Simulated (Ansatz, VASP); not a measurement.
# Te in VASP and in Ansatz

The input INCAR:

```
ALGO = Normal ; EDIFF = 1E-6
ENCUT = 520 ; GGA = PE
ISIF = 2 ; ISMEAR = -1
LASPH = True ; LCHARG = False
LREAL = False ; LWAVE = False
NBANDS = 20 ; NELM = 80
PREC = Accurate ; SIGMA = 0.05
```

Contents of KPOINTS:

```
k-points
0
Gamma
  5 4 9
```

POSCAR

```
Te
1.0
    5.3970938525      0.0000000000      0.0000000000
    0.0000000000      8.2562267673      0.0000000000
    0.0000000000      0.0000000000      3.0386870364
Te
4
Direct
    0.3107647500      0.3930730700      0.7638832400
    0.1892352500      0.8930730700      0.2361167600
    0.6892352500      0.6069269300      0.7638832400
    0.8107647500      0.1069269300      0.2361167600
```

File input.yaml:

```yaml
crystal:
  lattice:
    - [5.3970938525, 0.0, 0.0]
    - [0.0, 8.2562267673, 0.0]
    - [0.0, 0.0, 3.0386870364]
  atoms:
    - { symbol: Te, position: [0.31076475, 0.39307307, 0.76388324] }
    - { symbol: Te, position: [0.18923525, 0.89307307, 0.23611676] }
    - { symbol: Te, position: [0.68923525, 0.60692693, 0.76388324] }
    - { symbol: Te, position: [0.81076475, 0.10692693, 0.23611676] }
hamiltonian:
  xc: pbe
  pseudopotentials: { kind: paw }
kpoints:
  mp_grid: { grid: [5, 4, 9] }
scf:
  occupations: { method: fermi_dirac, width: 0.05 }
output:
  forces: true
  stress: true
  eigenvalues: true
```

Alike in both runs: task single point; functional PBE; k mesh 5 × 4 × 9; occupations fermi-dirac, width 0.05 eV; no spin polarisation.

|  | VASP | Ansatz |
| --- | --- | --- |
| version | VASP 6.6.1 | Ansatz 0.2.0 |
| potentials or method | VASP PAW PBE potentials, release 64 (Te) | Ansatz PAW |
| plane-wave cutoff (eV) | 520 | 420 |
| valence electrons in the cell | 24 | 64 |

|  | VASP | Ansatz | Ansatz less VASP |
| --- | --- | --- | --- |
| gap on the k mesh at the Fermi level (eV) | none | none | - |
| pressure (GPa) | 2.9 | 2.8 | -0.03 |
| traceless stress, the component that is largest in VASP (GPa) | 0.52 | 0.62 | +0.101 |
| rms of the force components (eV/Å) | 0.462 | 0.445 | -0.0175 |

Atom by atom the forces differ by 0.018 eV/Å (rms over components). A gap of «none» marks a metal or a gap that the smearing closes. VASP's potentials hold 24 valence electrons a cell and Ansatz's 64, so a difference there can come from the potentials and not from the codes.

Spin-orbit coupling is off throughout.
